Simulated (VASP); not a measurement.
Input of a VASP 6.6.1 run:

File INCAR:

```
SYSTEM = SiC
ALGO = Normal
EDIFF = 1E-6
ENCUT = 520
GGA = PS
ISIF = 2
ISMEAR = 0
LASPH = .True.
LCHARG = .False.
LREAL = .False.
LWAVE = .False.
NBANDS = 11
NELM = 100
PREC = Accurate
SIGMA = 0.05
```

File KPOINTS:

```
k-points
0
Gamma
  10 10 10
  0 0 0
```

Contents of POSCAR:

```
SiC
1.0
    0.0000000000      2.1964702184      2.1964702184
    2.1964702184      0.0000000000      2.1964702184
    2.1964702184      2.1964702184      0.0000000000
Si C
1 1
Direct
    0.0058896629     -0.0058896629      0.0058896629
    0.7362283587      0.7637716413      0.7362283587
```

Potentials or basis: VASP PAW PBE potentials, release 64 (Si, C).

Launch:

```console
$ cat potpaw_PBE.64/Si/POTCAR potpaw_PBE.64/C/POTCAR > POTCAR
$ mpirun -np 1 vasp_std > vasp.out
```

What does it give for the pressure?

-4.1 GPa.

What does it give for the largest force?

1.554 eV/Å.

Stress tensor (GPa, compression positive):
```
-3.68  0.00 -4.81
 0.00 -4.90  0.00
-4.81  0.00 -3.68
```

Caveat: the PAW data sets were made with another functional, which shifts forces and pressure a little.
